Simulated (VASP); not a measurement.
# CaO (Fm-3m) in VASP: G0W0 quasiparticle levels with HSE06

Aim: the G0W0 quasiparticle levels of CaO with HSE06.

Everything below comes from runs of VASP 6.6.1. Logs are shortened: lines on timing, memory, paths and dates and some standing lists are left out, and cuts for length are marked.

## 1. The cell of the first run

The structure is cubic, space group Fm-3m (No. 225). The conventional cell has a = 4.795 Å, b = 4.795 Å, c = 4.795 Å, α = 90.00°, β = 90.00°, γ = 90.00°. Ca (site symmetry m-3m) has 6 O at 2.40 Å within 3.2 Å. Within 3.2 Å of O (site symmetry m-3m) lie 6 Ca at 2.40 Å.

## 2. G0W0 quasiparticle levels, HSE06

File POSCAR:

```
CaO
1.0
    0.0000000000      2.3975473901      2.3975473901
    2.3975473901      0.0000000000      2.3975473901
    2.3975473901      2.3975473901      0.0000000000
Ca O
1 1
Direct
    0.0000000000      0.0000000000      0.0000000000
    0.5000000000      0.5000000000      0.5000000000
```

File INCAR.step1:

```
  PREC = Accurate
  ENCUT = 500
  EDIFF = 1E-5
  ISMEAR = 0
  SIGMA = 0.02
  LREAL = False
  LASPH = True
  NELM = 60
  ALGO = Normal
  ISIF = 2
  LWAVE = True
  LCHARG = False
  GGA = PE
```

File INCAR.step2:

```
  PREC = Accurate
  ENCUT = 500
  EDIFF = 1E-8
  ISMEAR = 0
  SIGMA = 0.01
  LREAL = False
  LASPH = True
  NELM = 60
  ALGO = Normal
  LWAVE = True
  LCHARG = False
  GGA = PE
  LHFCALC = True
  HFSCREEN = 0.2
  PRECFOCK = Fast
  ISTART = 1
```

File INCAR.step3:

```
  PREC = Accurate
  ENCUT = 500
  EDIFF = 1E-8
  ISMEAR = 0
  SIGMA = 0.01
  LREAL = False
  LASPH = True
  NELM = 1
  ALGO = Exact
  LWAVE = True
  LCHARG = False
  GGA = PE
  LHFCALC = True
  HFSCREEN = 0.2
  PRECFOCK = Fast
  ISTART = 1
  NBANDS = 48
  LOPTICS = True
```

File INCAR.step4:

```
  PREC = Accurate
  ENCUT = 500
  EDIFF = 1E-8
  ISMEAR = 0
  SIGMA = 0.01
  LREAL = False
  LASPH = True
  ALGO = EVGW0
  LWAVE = False
  LCHARG = False
  GGA = PE
  LHFCALC = True
  HFSCREEN = 0.2
  PRECFOCK = Fast
  ISTART = 1
  NELMGW = 1
  NBANDS = 48
  ENCUTGW = 60.0
  NOMEGA = 96
  NBANDSGW = 16
  OMEGAMAX = 30
```

File KPOINTS:

```
Automatic mesh
0
Gamma
  4 4 4
```

Potentials or basis: VASP PAW PBE potentials, release 64 (Ca_sv_GW, O_GW).

Launch:

```console
$ cat potpaw_PBE.64/Ca_sv_GW/POTCAR potpaw_PBE.64/O_GW/POTCAR > POTCAR
$ cp INCAR.step1 INCAR
$ mpirun -np 1 vasp_std > vasp.out
$ cp INCAR.step2 INCAR
$ mpirun -np 1 vasp_std > vasp.out
$ cp INCAR.step3 INCAR
$ mpirun -np 1 vasp_std > vasp.out
$ cp INCAR.step4 INCAR
$ mpirun -np 1 vasp_std > vasp.out
```

OUTCAR:

```text
PREC = Accurate
   ENCUT = 500
   EDIFF = 1E-8
   ISMEAR = 0
   LREAL = False
   LASPH = True
   GGA = PE
   LHFCALC = True
   HFSCREEN = 0.2
   PRECFOCK = Fast
   ISTART = 1
   NELMGW = 1
   ENCUTGW = 60.0

 ion  position               nearest neighbor table
   1  0.000  0.000  0.000-   2 2.40   2 2.40   2 2.40   2 2.40   2 2.40   2 2.40
   2  0.500  0.500  0.500-   1 2.40   1 2.40   1 2.40   1 2.40   1 2.40   1 2.40

  LATTYP: Found a face centered cubic cell.
 ALAT       =     4.7950947802

  Lattice vectors:

 A1 = (   0.0000000000,   2.3975473901,   2.3975473901)
 A2 = (   2.3975473901,   0.0000000000,   2.3975473901)
 A3 = (   2.3975473901,   2.3975473901,   0.0000000000)

Analysis of symmetry for initial positions (statically):
=====================================================================
 Subroutine PRICEL returns:
 Original cell was already a primitive cell.

 Routine SETGRP: Setting up the symmetry group for a
 face centered cubic supercell.

 Subroutine GETGRP returns: Found 48 space group operations
 (whereof 48 operations were pure point group operations)
 out of a pool of 48 trial point group operations.

The static configuration has the point symmetry O_h .

Analysis of symmetry for dynamics (positions and initial velocities):
=====================================================================
 Subroutine PRICEL returns:
 Original cell was already a primitive cell.

 Routine SETGRP: Setting up the symmetry group for a
 face centered cubic supercell.

 Subroutine GETGRP returns: Found 48 space group operations
 (whereof 48 operations were pure point group operations)
 out of a pool of 48 trial point group operations.

The dynamic configuration has the point symmetry O_h .

 Subroutine INISYM returns: Found 48 space group operations
 (whereof 48 operations are pure point group operations),
 and found     1 'primitive' translations

----------------------------------------------------------------------------------------

                                     Primitive cell

  volume of cell :      27.5633

  direct lattice vectors                    reciprocal lattice vectors
     0.000000000  2.397547390  2.397547390    -0.208546451  0.208546451  0.208546451
     2.397547390  0.000000000  2.397547390     0.208546451 -0.208546451  0.208546451
     2.397547390  2.397547390  0.000000000     0.208546451  0.208546451 -0.208546451

  length of vectors
     3.390644036  3.390644036  3.390644036     0.361213049  0.361213049  0.361213049

  position of ions in fractional coordinates (direct lattice)
     0.000000000  0.000000000  0.000000000
     0.500000000  0.500000000  0.500000000

  ion indices of the primitive-cell ions
   primitive index   ion index
                 1           1
                 2           2

----------------------------------------------------------------------------------------

 KPOINTS: Automatic mesh

Automatic generation of k-mesh.
 Grid dimensions read from file:
 generate k-points for:    4    4    4

 Generating k-lattice:

  Cartesian coordinates                     Fractional coordinates (reciprocal lattice)
    -0.052136613  0.052136613  0.052136613     0.250000000  0.000000000  0.000000000
     0.052136613 -0.052136613  0.052136613     0.000000000  0.250000000  0.000000000
     0.052136613  0.052136613 -0.052136613     0.000000000  0.000000000  0.250000000

  Length of vectors
     0.090303262  0.090303262  0.090303262

  Shift w.r.t. Gamma in fractional coordinates (k-lattice)
     0.000000000  0.000000000  0.000000000

 Subroutine IBZKPT returns following result:
 ===========================================

 Found      8 irreducible k-points:

 Following reciprocal coordinates:
            Coordinates               Weight
  0.000000  0.000000  0.000000      1.000000
  0.250000  0.000000  0.000000      8.000000
  0.500000  0.000000  0.000000      4.000000
  0.250000  0.250000  0.000000      6.000000
  0.500000  0.250000  0.000000     24.000000
 -0.250000  0.250000  0.000000     12.000000
  0.500000  0.500000  0.000000      3.000000
 -0.250000  0.500000  0.250000      6.000000
   k-points           NKPTS =      8   k-points in BZ     NKDIM =     64   number of bands    NBANDS=     48
   number of dos      NEDOS =    301   number of ions     NIONS =      2
   total plane-waves  NPLWV =  21952
   dimension x,y,z NGX =    28 NGY =   28 NGZ =   28
   dimension x,y,z NGXF=    56 NGYF=   56 NGZF=   56
   ions per type =               1   1
   NGX,Y,Z   is equivalent  to a cutoff of  13.73, 13.73, 13.73 a.u.
   NGXF,Y,Z  is equivalent  to a cutoff of  27.46, 27.46, 27.46 a.u.
 SYSTEM =  unknown system
   PREC   = accura    normal or accurate (medium, high low for compatibility)
   ISTART =      1    job   : 0-new  1-cont  2-samecut
   ICHARG =      0    charge: 1-file 2-atom 10-const
   ISPIN  =      1    spin polarized calculation?
   LNONCOLLINEAR =      F non collinear calculations
   LSORBIT =      F    spin-orbit coupling
   LASPH  =      T    aspherical Exc in radial PAW
   ENCUT  =  500.0 eV  36.75 Ry    6.06 a.u.   6.18  6.18  6.18*2*pi/ulx,y,z
   NELM   =     60;   NELMIN=  2; NELMDL=  0     # of ELM steps
   EDIFF  = 0.1E-07   stopping-criterion for ELM
   LREAL  =      F    real-space projection
   EDIFFG = 0.1E-06   stopping-criterion for IOM
   NSW    =      0    number of steps for IOM
   IBRION =     -1    ionic relax: 0-MD 1-quasi-New 2-CG
   NFREE  =      0    steps in history (QN), initial steepest desc. (CG)
   ISIF   =      0    stress and relaxation
   ISYM   =      3    0-nonsym 1-usesym 2-fastsym
   POTIM  = 0.5000    time-step for ionic-motion
   TEBEG  =    0.0;   TEEND  =   0.0 temperature during run
   PSTRESS=    0.0 pullay stress
   NELECT =      16.0000    total number of electrons
   NUPDOWN=      -1.0000    fix difference up-down
   EMIN   =  10.00;   EMAX   =-10.00  energy-range for DOS
   EFERMI =   0.00;   METHOD = LEGACY
   ISMEAR =     0;   SIGMA  =   0.01  broadening in eV -4-tet -1-fermi 0-gaus
   EFERMI_NEDOS =   21; number of points for ismear=-14 and -15
   IALGO  =     38    algorithm
   IMIX   =      1    mixing-type and parameters
     AMIX     =   0.40;   BMIX     =  1.00
     AMIX_MAG =   1.60;   BMIX_MAG =  1.00
  volume/ion in A,a.u.               =      13.78        93.00
  Fermi-wavevector in a.u.,A,eV,Ry     =   1.365644  2.580694 25.374656  1.864985
  Thomas-Fermi vector in A             =   2.491855
   LORBIT       =      0    0 simple, 1 ext, 2 COOP (PROOUT), +10 PAW based schemes
   GGA     = PE    functional components
   LHFCALC =     T    Hartree Fock is set to
   PRECFOCK=fast      Normal, Fast or Accurate (Low or Medium for compatibility)
   ENCUT4O =  -1.0   cutoff for four orbital integrals eV
   NKREDX  =     1    reduce k-point grid by
   NKREDY  =     1    reduce k-point grid by
   NKREDZ  =     1    reduce k-point grid by
   AEXX    =    1.0000 exact exchange contribution
   HFSCREEN=    0.0000 screening length (either q_TF or 0.3 A-1)
   HFSCREENC=   0.2000 screening length for correlation (either q_TF or 0.3 A-1)
   ENCUTFOCK=  -1.0 apply spherical cutoff to Coloumb kernel
   IVDW    =     0    specifies the selected vdW correction
   LEPSILON=     F    determine dielectric tensor
   LRPA    =     F    only Hartree local field effects (RPA)
   LRPAFORCE           =     F    calculate RPA forces
   ENCUTGW             =  60.0    cutoff for response function in eV
   ENCUTGWSOFT         =  48.0    soft cutoff for Coulomb kernel in GW response function in eV
   ENCUTLF             =  -1.0    cutoff for local field effects
   NELMGW              =     1    number of iterations in solving QP/BSE equation
   NELMHF              =     1    number of iterations in the inner HF iteration
   NKREDLFX            =     1    NKREDLFY  =   1   NKREDLFZ  =   1
 non-spin polarized calculation
 Gauss-broadening in eV      SIGMA  =   0.01
  energy-cutoff  :      500.00
  volume of cell :       27.56
 maximum number of plane-waves:       725
 NGX is ok and might be reduce to    28
  NGX = 14; NGY = 14; NGZ = 14
 maximum number of plane-waves:        34
 NGX is ok and might be reduce to    10

 QP shifts <psi_nk| G(iteration)W_0 |psi_nk>: iteration 1
 for sc-GW calculations column KS-energies equals QP-energies in previous step
 and V_xc(KS)=  KS-energies - (<T + V_ion + V_H > + <T+V_H+V_ion>^1  + <V_x>^1)

 k-point   1 :       0.0000    0.0000    0.0000
  band No.  KS-energies  QP-energies   sigma(KS)   V_xc(KS)     V^pw_x(r,r')   Z            occupation Imag(sigma)

      1     -36.5734     -37.8550     -25.8608     -24.0638     -34.4360       0.7132       2.0000       0.5343
      2     -15.8605     -17.0386     -23.5786     -22.1218     -28.1233       0.8087       2.0000       0.1690
      3     -15.8605     -17.0386     -23.5786     -22.1218     -28.1233       0.8087       2.0000       0.1690
      4     -15.8605     -17.0386     -23.5786     -22.1218     -28.1233       0.8087       2.0000       0.1690
      5     -13.4480     -14.1784     -23.0353     -22.0645     -30.7682       0.7523       2.0000       0.7622
      6       3.5906       3.6212     -20.3226     -20.3610     -24.5596       0.7965       2.0000       0.0850
[... 8 lines left out ...]
     15      20.2962      20.2209      -6.2574      -6.1694      -1.3736       0.8564       0.0000      -0.5194
     16      28.6374      31.1196     -10.3674     -13.0065      -5.3254       0.9405       0.0000      -0.9289

 k-point   2 :       0.2500    0.0000    0.0000
  band No.  KS-energies  QP-energies   sigma(KS)   V_xc(KS)     V^pw_x(r,r')   Z            occupation Imag(sigma)

      1     -36.5190     -37.8017     -25.9083     -24.1146     -34.4767       0.7151       2.0000       0.5197
      2     -16.6302     -17.6411     -22.7967     -21.5029     -28.1436       0.7813       2.0000       0.2781
      3     -15.8856     -17.0660     -23.5519     -22.0913     -28.0883       0.8081       2.0000       0.1580
      4     -15.8856     -17.0660     -23.5519     -22.0913     -28.0883       0.8081       2.0000       0.1580
      5     -12.6287     -13.4628     -23.8274     -22.7701     -30.8190       0.7889       2.0000       0.6825
      6       1.9834       1.7563     -18.3629     -18.0757     -22.3503       0.7907       2.0000       0.0960
[... 8 lines left out ...]
     15      21.7036      22.8517      -9.3687     -10.7553      -4.3708       0.8280       0.0000      -0.4586
     16      25.7394      26.9745      -9.5358     -10.9956      -4.5590       0.8460       0.0000      -0.5463

 k-point   3 :       0.5000    0.0000    0.0000
  band No.  KS-energies  QP-energies   sigma(KS)   V_xc(KS)     V^pw_x(r,r')   Z            occupation Imag(sigma)

      1     -36.4641     -37.7463     -25.9562     -24.1671     -34.5190       0.7167       2.0000       0.5043
      2     -17.1742     -18.1173     -22.3766     -21.1562     -28.0342       0.7728       2.0000       0.3218
      3     -15.9106     -17.0946     -23.5272     -22.0619     -28.0543       0.8081       2.0000       0.1476
      4     -15.9106     -17.0946     -23.5272     -22.0619     -28.0543       0.8081       2.0000       0.1476
      5     -12.0276     -12.9189     -24.3012     -23.2291     -31.0230       0.8313       2.0000       0.6846
      6       0.7763       0.4228     -17.3846     -16.9337     -21.4317       0.7841       2.0000       0.1141
[... 74 lines left out ...]
      1     -36.4318     -37.7245     -25.9890     -24.1985     -34.5454       0.7220       2.0000       0.5180
      2     -16.5066     -17.7423     -22.9344     -21.4236     -27.5854       0.8179       2.0000       0.2812
      3     -16.1041     -17.2962     -23.3498     -21.8750     -27.9354       0.8083       2.0000       0.2094
      4     -16.1041     -17.2962     -23.3498     -21.8750     -27.9354       0.8083       2.0000       0.2094
      5     -13.1906     -13.8910     -23.3473     -22.3864     -31.0597       0.7289       2.0000       0.6848
      6       2.1358       1.9186     -19.0479     -18.7743     -23.1892       0.7937       2.0000       0.0941
[... 8 lines left out ...]
     15      19.1192      20.1954      -9.8462     -11.1556      -5.3764       0.8219       0.0000      -0.1201
     16      23.7735      24.5016     -10.1254     -11.0013      -4.9885       0.8313       0.0000      -0.5470

 k-point   8 :      -0.2500    0.5000    0.2500
  band No.  KS-energies  QP-energies   sigma(KS)   V_xc(KS)     V^pw_x(r,r')   Z            occupation Imag(sigma)

      1     -36.4308     -37.7230     -25.9888     -24.1995     -34.5460       0.7222       2.0000       0.5121
      2     -16.3821     -17.4404     -23.0492     -21.7082     -28.1658       0.7892       2.0000       0.2346
      3     -16.3068     -17.5182     -23.1337     -21.6426     -27.7515       0.8124       2.0000       0.2438
      4     -16.3068     -17.5182     -23.1337     -21.6426     -27.7515       0.8124       2.0000       0.2438
      5     -12.7020     -13.5195     -23.8327     -22.7834     -30.9897       0.7790       2.0000       0.6683
      6       2.2134       2.0884     -19.0688     -18.9102     -23.2762       0.7880       2.0000       0.0969
[... 8 lines left out ...]
     15      20.0407      21.3889     -11.1442     -12.8380      -6.2391       0.7960       0.0000      -0.2750
     16      20.0407      21.3889     -11.1442     -12.8380      -6.2391       0.7960       0.0000      -0.2750
```

It took 3.9 min on 1 thread of Intel Xeon 6975P-C (Granite Rapids), shared host; peak memory 0.4 GiB.

Results:

| Quantity | Value |
| --- | --- |
| Quasiparticle gap | 6.35 eV |
| Least direct quasiparticle gap | 6.81 eV |
| Band gap of the starting levels on the mesh | 5.35 eV |
| Least direct gap of the starting levels on the mesh | 5.78 eV |

Caveat: the k points lie up to 0.57 Å⁻¹ apart; bands, screening cutoff and mesh are small and nothing is extrapolated, so the quasiparticle values aren't converged.
